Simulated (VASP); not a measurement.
# Sc3InC (Pm-3m) in VASP: further runs

Sc3InC is run at these levels: LDA; tasks: single point.

Everything below comes from runs of VASP 6.6.1. Logs are shortened: lines on timing, memory, paths and dates and some standing lists are left out, and cuts for length are marked.

## (1) The cell of the first run

The structure is cubic, space group Pm-3m (No. 221). The conventional cell has a = 4.510 Å, b = 4.510 Å, c = 4.510 Å, α = 90.00°, β = 90.00°, γ = 90.00°. Within 3.0 Å of Sc (site symmetry 4/mmm) lie 2 C at 2.25 Å. In (site symmetry m-3m) has 12 Sc at 3.19 Å and 8 C at 3.91 Å within 4.2 Å. Within 3.0 Å of C (site symmetry m-3m) lie 6 Sc at 2.25 Å.

## (2) Single point, LDA

Input file INCAR:

```
PREC = Accurate
ENCUT = 520
EDIFF = 1E-7
ISMEAR = -1
SIGMA = 0.01
LREAL = F
LASPH = T
NELM = 100
ALGO = Normal
ISIF = 2
LWAVE = F
LCHARG = F
GGA = CA
NBANDS = 33
```

Input file KPOINTS:

```
regular mesh
0
Gamma
  5 5 5
```

Input file POSCAR:

```
Sc3InC
1.0
    4.5098054326      0.0000000000      0.0000000000
    0.0000000000      4.5098054326      0.0000000000
    0.0000000000      0.0000000000      4.5098054326
Sc In C
3 1 1
Direct
    0.5000000000      0.0000000000      0.5000000000
    0.0000000000      0.5000000000      0.5000000000
    0.5000000000      0.5000000000      0.0000000000
    0.0000000000      0.0000000000      0.0000000000
    0.5000000000      0.5000000000      0.5000000000
```

Potentials or basis: VASP PAW LDA potentials, release 64 (Sc_sv, In_d, C).

The run is started by

```console
cat potpaw_LDA.64/Sc_sv/POTCAR potpaw_LDA.64/In_d/POTCAR potpaw_LDA.64/C/POTCAR > POTCAR
mpirun -np 1 vasp_std > vasp.out
```

OUTCAR:

```text
PREC = Accurate
   ENCUT = 520
   EDIFF = 1E-7
   ISMEAR = -1
   LREAL = F
   LASPH = T
   NELM = 100
   ISIF = 2
   GGA = CA

 ion  position               nearest neighbor table
   1  0.500  0.000  0.500-   5 2.25   5 2.25   4 3.19   2 3.19   3 3.19   4 3.19   2 3.19   3 3.19
                             3 3.19   3 3.19   2 3.19   4 3.19   4 3.19   2 3.19
   2  0.000  0.500  0.500-   5 2.25   5 2.25   4 3.19   1 3.19   3 3.19   4 3.19   1 3.19   4 3.19
                             4 3.19   1 3.19   3 3.19   3 3.19   3 3.19   1 3.19
   3  0.500  0.500  0.000-   5 2.25   5 2.25   4 3.19   1 3.19   1 3.19   2 3.19   2 3.19   1 3.19
                             4 3.19   1 3.19   2 3.19   4 3.19   2 3.19   4 3.19
   4  0.000  0.000  0.000-   1 3.19   2 3.19   3 3.19   1 3.19   2 3.19   2 3.19   3 3.19   2 3.19
                             1 3.19   3 3.19   1 3.19   3 3.19
   5  0.500  0.500  0.500-   1 2.25   2 2.25   3 2.25   3 2.25   1 2.25   2 2.25

  LATTYP: Found a simple cubic cell.
 ALAT       =     4.5098054326

  Lattice vectors:

 A1 = (   4.5098054326,   0.0000000000,   0.0000000000)
 A2 = (   0.0000000000,   4.5098054326,   0.0000000000)
 A3 = (   0.0000000000,   0.0000000000,   4.5098054326)

Analysis of symmetry for initial positions (statically):
=====================================================================
 Subroutine PRICEL returns:
 Original cell was already a primitive cell.

 Routine SETGRP: Setting up the symmetry group for a
 simple cubic supercell.

 Subroutine GETGRP returns: Found 48 space group operations
 (whereof 48 operations were pure point group operations)
 out of a pool of 48 trial point group operations.

The static configuration has the point symmetry O_h .

Analysis of symmetry for dynamics (positions and initial velocities):
=====================================================================
 Subroutine PRICEL returns:
 Original cell was already a primitive cell.

 Routine SETGRP: Setting up the symmetry group for a
 simple cubic supercell.

 Subroutine GETGRP returns: Found 48 space group operations
 (whereof 48 operations were pure point group operations)
 out of a pool of 48 trial point group operations.

The dynamic configuration has the point symmetry O_h .

 Subroutine INISYM returns: Found 48 space group operations
 (whereof 48 operations are pure point group operations),
 and found     1 'primitive' translations

----------------------------------------------------------------------------------------

                                     Primitive cell

  volume of cell :      91.7220

  direct lattice vectors                    reciprocal lattice vectors
     4.509805433  0.000000000  0.000000000     0.221739056  0.000000000  0.000000000
     0.000000000  4.509805433  0.000000000     0.000000000  0.221739056  0.000000000
     0.000000000  0.000000000  4.509805433     0.000000000  0.000000000  0.221739056

  length of vectors
     4.509805433  4.509805433  4.509805433     0.221739056  0.221739056  0.221739056

  position of ions in fractional coordinates (direct lattice)
     0.500000000  0.000000000  0.500000000
     0.000000000  0.500000000  0.500000000
     0.500000000  0.500000000  0.000000000
     0.000000000  0.000000000  0.000000000
     0.500000000  0.500000000  0.500000000

  ion indices of the primitive-cell ions
   primitive index   ion index
                 1           1
                 2           2
                 3           3
                 4           4
                 5           5

----------------------------------------------------------------------------------------

 KPOINTS: regular mesh

Automatic generation of k-mesh.
 Grid dimensions read from file:
 generate k-points for:    5    5    5

 Generating k-lattice:

  Cartesian coordinates                     Fractional coordinates (reciprocal lattice)
     0.044347811  0.000000000  0.000000000     0.200000000  0.000000000  0.000000000
     0.000000000  0.044347811  0.000000000     0.000000000  0.200000000  0.000000000
     0.000000000  0.000000000  0.044347811     0.000000000  0.000000000  0.200000000

  Length of vectors
     0.044347811  0.044347811  0.044347811

  Shift w.r.t. Gamma in fractional coordinates (k-lattice)
     0.000000000  0.000000000  0.000000000

 Subroutine IBZKPT returns following result:
 ===========================================

 Found     10 irreducible k-points:

 Following reciprocal coordinates:
            Coordinates               Weight
  0.000000  0.000000  0.000000      1.000000
  0.200000  0.000000  0.000000      6.000000
  0.400000  0.000000  0.000000      6.000000
  0.200000  0.200000  0.000000     12.000000
  0.400000  0.200000  0.000000     24.000000
  0.400000  0.400000  0.000000     12.000000
  0.200000  0.200000  0.200000      8.000000
  0.400000  0.200000  0.200000     24.000000
  0.400000  0.400000  0.200000     24.000000
  0.400000  0.400000  0.400000      8.000000
   k-points           NKPTS =     10   k-points in BZ     NKDIM =     10   number of bands    NBANDS=     33
   number of dos      NEDOS =    301   number of ions     NIONS =      5
   total plane-waves  NPLWV =  46656
   dimension x,y,z NGX =    36 NGY =   36 NGZ =   36
   dimension x,y,z NGXF=    72 NGYF=   72 NGZF=   72
   ions per type =               3   1   1
   NGX,Y,Z   is equivalent  to a cutoff of  13.27, 13.27, 13.27 a.u.
   NGXF,Y,Z  is equivalent  to a cutoff of  26.54, 26.54, 26.54 a.u.
 SYSTEM =  unknown system
   PREC   = accura    normal or accurate (medium, high low for compatibility)
   ISTART =      0    job   : 0-new  1-cont  2-samecut
   ICHARG =      2    charge: 1-file 2-atom 10-const
   ISPIN  =      1    spin polarized calculation?
   LNONCOLLINEAR =      F non collinear calculations
   LSORBIT =      F    spin-orbit coupling
   LASPH  =      T    aspherical Exc in radial PAW
   ENCUT  =  520.0 eV  38.22 Ry    6.18 a.u.   8.39  8.39  8.39*2*pi/ulx,y,z
   NELM   =    100;   NELMIN=  2; NELMDL= -5     # of ELM steps
   EDIFF  = 0.1E-06   stopping-criterion for ELM
   LREAL  =      F    real-space projection
   EDIFFG = 0.1E-05   stopping-criterion for IOM
   NSW    =      0    number of steps for IOM
   IBRION =     -1    ionic relax: 0-MD 1-quasi-New 2-CG
   NFREE  =      0    steps in history (QN), initial steepest desc. (CG)
   ISIF   =      2    stress and relaxation
   ISYM   =      2    0-nonsym 1-usesym 2-fastsym
   POTIM  = 0.5000    time-step for ionic-motion
   TEBEG  =    0.0;   TEEND  =   0.0 temperature during run
   PSTRESS=    0.0 pullay stress
   NELECT =      50.0000    total number of electrons
   NUPDOWN=      -1.0000    fix difference up-down
   EMIN   =  10.00;   EMAX   =-10.00  energy-range for DOS
   EFERMI =   0.00;   METHOD = LEGACY
   ISMEAR =    -1;   SIGMA  =   0.01  broadening in eV -4-tet -1-fermi 0-gaus
   EFERMI_NEDOS =   21; number of points for ismear=-14 and -15
   IALGO  =     38    algorithm
   IMIX   =      4    mixing-type and parameters
     AMIX     =   0.40;   BMIX     =  1.00
     AMIX_MAG =   1.60;   BMIX_MAG =  1.00
  volume/ion in A,a.u.               =      18.34       123.79
  Fermi-wavevector in a.u.,A,eV,Ry     =   1.337335  2.527198 24.333559  1.788466
  Thomas-Fermi vector in A             =   2.465892
   LORBIT       =      0    0 simple, 1 ext, 2 COOP (PROOUT), +10 PAW based schemes
   GGA     = CA    functional components
   LHFCALC =     F    Hartree Fock is set to
   AEXX    =    0.0000 exact exchange contribution
   IVDW    =     0    specifies the selected vdW correction
   LEPSILON=     F    determine dielectric tensor
   LRPA    =     F    only Hartree local field effects (RPA)
 non-spin polarized calculation
  energy-cutoff  :      520.00
  volume of cell :       91.72
 maximum number of plane-waves:      2517
 NGX is ok and might be reduce to    36
   NGX = 17   NGY = 17   NGZ = 17

 number of electron      50.0000026 magnetization

 Free energy of the ion-electron system (eV)
  ---------------------------------------------------
  ext. energy  EPLUGINS =         0.00000000
  ---------------------------------------------------
  free energy    TOTEN  =       -37.21592312 eV

  energy without entropy =      -37.21548281  energy(sigma->0) =      -37.21570297

 E-fermi :   5.2764     XC(G=0): -11.0620

 val. band max:        5.1634702193   @ k =   0.2000   0.0000   0.0000
 cond. band min:       5.2926451680   @ k =   0.2000   0.0000   0.0000
 fundamental gap:      0.1291749487
 Fermi energy:         5.2764450543

 k-point     1 :       0.0000    0.0000    0.0000
  band No.  band energies     occupation
      1     -43.1365      2.00000
      2     -43.0464      2.00000
      3     -43.0464      2.00000
      4     -22.2826      2.00000
      5     -22.2826      2.00000
      6     -22.2826      2.00000
[... 25 lines left out ...]
     32       8.0231      0.00000
     33       8.0232      0.00000

 k-point     2 :       0.2000    0.0000    0.0000
  band No.  band energies     occupation
      1     -43.1289      2.00000
      2     -43.0540      2.00000
      3     -43.0463      2.00000
      4     -22.2633      2.00000
      5     -22.2633      2.00000
      6     -22.2556      2.00000
[... 25 lines left out ...]
     32       8.7668      0.00000
     33       9.0341      0.00000

 k-point     3 :       0.4000    0.0000    0.0000
  band No.  band energies     occupation
      1     -43.1113      2.00000
      2     -43.0715      2.00000
      3     -43.0462      2.00000
      4     -22.2222      2.00000
      5     -22.2222      2.00000
      6     -22.1922      2.00000
[... 25 lines left out ...]
     32       8.3121      0.00000
     33       8.8726      0.00000

 k-point     4 :       0.2000    0.2000    0.0000
  band No.  band energies     occupation
      1     -43.1220      2.00000
      2     -43.0567      2.00000
      3     -43.0504      2.00000
      4     -22.2775      2.00000
      5     -22.2438      2.00000
      6     -22.2101      2.00000
[... 169 lines left out ...]
     32       8.2390      0.00000
     33       8.3231      0.00000

 k-point     9 :       0.4000    0.4000    0.2000
  band No.  band energies     occupation
      1     -43.0883      2.00000
      2     -43.0732      2.00000
      3     -43.0668      2.00000
      4     -22.3005      2.00000
      5     -22.2705      2.00000
      6     -22.2217      2.00000
[... 25 lines left out ...]
     32       8.3489      0.00000
     33       8.4278      0.00000

 k-point    10 :       0.4000    0.4000    0.4000
  band No.  band energies     occupation
      1     -43.0817      2.00000
      2     -43.0731      2.00000
      3     -43.0731      2.00000
      4     -22.3657      2.00000
      5     -22.2752      2.00000
      6     -22.2735      2.00000
[... 25 lines left out ...]
     32       8.4252      0.00000
     33       8.4252      0.00000

------------------------ aborting loop because EDIFF is reached ----------------------------------------

  FORCE on cell =-STRESS in cart. coord.  units (eV):
  Direction    XX          YY          ZZ          XY          YZ          ZX
  --------------------------------------------------------------------------------------
  -------------------------------------------------------------------------------------
  Total       -1.9565812     -1.9565812     -1.9565812     -0.0000000     -0.0000000     -0.0000000
  in kB      -34.1770872    -34.1770872    -34.1770872     -0.0000000     -0.0000000     -0.0000000
  external PRESSURE =     -34.1770872 kB  Pullay stress =       0.0000000 kB

 VOLUME and BASIS-vectors are now :
 -----------------------------------------------------------------------------
  energy-cutoff  :      520.00
  volume of cell :       91.72
      direct lattice vectors                 reciprocal lattice vectors
     4.509805433  0.000000000  0.000000000     0.221739056  0.000000000  0.000000000
     0.000000000  4.509805433  0.000000000     0.000000000  0.221739056  0.000000000
     0.000000000  0.000000000  4.509805433     0.000000000  0.000000000  0.221739056

 POSITION                                       TOTAL-FORCE (eV/Angst)
 -----------------------------------------------------------------------------------
      2.25490      0.00000      2.25490         0.000000      0.000000      0.000000
      0.00000      2.25490      2.25490         0.000000      0.000000      0.000000
      2.25490      2.25490      0.00000         0.000000      0.000000      0.000000
      0.00000      0.00000      0.00000         0.000000      0.000000      0.000000
      2.25490      2.25490      2.25490         0.000000      0.000000      0.000000
 -----------------------------------------------------------------------------------
    total drift:                                0.000000      0.000000      0.000000

  FREE ENERGIE OF THE ION-ELECTRON SYSTEM (eV)
  ---------------------------------------------------
  free  energy   TOTEN  =       -37.2159231173 eV

  energy  without entropy=      -37.2154828145  energy(sigma->0) =      -37.21570297
```

It took 32 s on 1 thread of Intel Xeon Platinum 8375C at 2.90GHz (Ice Lake), shared host; peak memory 0.18 GiB.

Results:

| Quantity | Value |
| --- | --- |
| Free energy | -37.2159 eV |
| Pressure | -3.4 GPa |
| Band gap on the k mesh | zero (band 25 reaches 5.33 eV, above the bottom of band 26 at 5.29 eV) |

Levels at points of the mesh, in eV from the Fermi level:
```csv
k point,band 21,band 22,band 23,band 24,band 25,band 26,band 27,band 28,band 29,band 30
"(0.00, 0.00, 0.00)",-0.95,-0.95,-0.27,-0.27,0.06,0.06,0.06,2.62,2.62,2.62
```

Caveat: spin-orbit coupling is left out, which moves the levels of the heavy elements.

## (3) Single point, LDA

This run uses another cell than the first one, of 18.85 Å³/atom, 1.027 times its volume.

Input file INCAR:

```
SYSTEM = Sc3InC
PREC = Accurate ; ENCUT = 520
EDIFF = 1E-7 ; ISMEAR = -1
SIGMA = 0.01 ; LREAL = .FALSE.
LASPH = .TRUE. ; NELM = 80
ALGO = Normal ; ISIF = 2
LWAVE = .FALSE. ; LCHARG = .TRUE.
LELF = .TRUE. ; LVHAR = .TRUE.
NBANDS = 33
```

Input file KPOINTS:

```
Automatic mesh
0
G
  5 5 5
  0 0 0
```

POSCAR: that of step 2 with these lines changed.

```diff
@@ -2,5 +2,5 @@
 1.0
-    4.5098054326      0.0000000000      0.0000000000
-    0.0000000000      4.5098054326      0.0000000000
-    0.0000000000      0.0000000000      4.5098054326
+    4.5506203700      0.0000000000      0.0000000000
+    0.0000000000      4.5506203700      0.0000000000
+    0.0000000000      0.0000000000      4.5506203700
 Sc In C
```

Potentials or basis: VASP PAW LDA potentials, release 64 (Sc_sv, In_d, C).

The run is started by

```console
cat potpaw_LDA.64/Sc_sv/POTCAR potpaw_LDA.64/In_d/POTCAR potpaw_LDA.64/C/POTCAR > POTCAR
mpirun -np 1 vasp_std > vasp.out
```

It took 31 s on 1 thread of Intel Xeon Platinum 8375C at 2.90GHz (Ice Lake), shared host; peak memory 0.18 GiB.

Results (log left out):

| Quantity | Value |
| --- | --- |
| Free energy | -37.1432 eV |
| Pressure | -5.9 GPa |
| Band gap on the k mesh | zero (band 25 reaches 5.14 eV, above the bottom of band 26 at 5.09 eV) |

Levels at points of the mesh, in eV from the Fermi level:
```tsv
k point	band 23	band 24	band 25	band 26	band 27	band 28
(0.00, 0.00, 0.00)	-0.26	-0.26	0.07	0.07	0.07	2.55
```

Caveat: spin-orbit coupling is left out, which moves the levels of the heavy elements.

## (4) Single point, LDA

This run uses another cell than the first one, of 19.35 Å³/atom, 1.055 times its volume.

Input file INCAR:

```
ALGO = Normal
EDIFF = 1E-6
ENCUT = 520
ISIF = 2
ISMEAR = -1
LASPH = T
LCHARG = T
LELF = T
LREAL = F
LVHAR = T
LWAVE = F
NBANDS = 33
NELM = 60
PREC = Accurate
SIGMA = 0.01
```

Input file KPOINTS:

```
k-points
0
Gamma
  5 5 5
```

POSCAR: that of step 3 with these lines changed.

```diff
@@ -2,5 +2,5 @@
 1.0
-    4.5506203700      0.0000000000      0.0000000000
-    0.0000000000      4.5506203700      0.0000000000
-    0.0000000000      0.0000000000      4.5506203700
+    4.5907160075      0.0000000000      0.0000000000
+    0.0000000000      4.5907160075      0.0000000000
+    0.0000000000      0.0000000000      4.5907160075
 Sc In C
```

The run is started by

```console
cat potpaw_LDA.64/Sc_sv/POTCAR potpaw_LDA.64/In_d/POTCAR potpaw_LDA.64/C/POTCAR > POTCAR
mpirun -np 1 vasp_std > vasp.out
```

Run time: 26 s. Hardware: 1 thread of Intel Xeon Platinum 8375C at 2.90GHz (Ice Lake), shared host; peak memory 0.18 GiB.

Results (log left out):

| Property | Result |
| --- | --- |
| Free energy | -37.0337 eV |
| Pressure | -8.1 GPa |
| Band gap on the k mesh | zero (band 25 reaches 4.96 eV, above the bottom of band 26 at 4.89 eV) |

Levels at points of the mesh, in eV from the Fermi level:
```csv
k point,band 21,band 22,band 23,band 24,band 25,band 26,band 27,band 28,band 29,band 30
"(0.00, 0.00, 0.00)",-1.01,-1.01,-0.26,-0.26,0.09,0.09,0.09,2.49,2.49,2.49
```

Caveat: spin-orbit coupling is left out, which moves the levels of the heavy elements.

## (5) The runs side by side

| cell | gap on the mesh (eV) | pressure (GPa) |
| --- | --- | --- |
| a = 4.510 Å, 5 atoms | none | -3.4 |
| a = 4.551 Å, 5 atoms | none | -5.9 |
| a = 4.591 Å, 5 atoms | none | -8.1 |

Alike in all rows: task single point; level LDA; potentials or basis VASP PAW LDA potentials, release 64 (Sc_sv, In_d, C); no spin polarisation; k mesh 5 × 5 × 5; cutoff (eV) 520; smearing fermi-dirac 0.01 eV.

Caveats: spin-orbit coupling is left out, which moves the levels of the heavy elements.

Absolute energies hang on the potentials; compare differences alone.
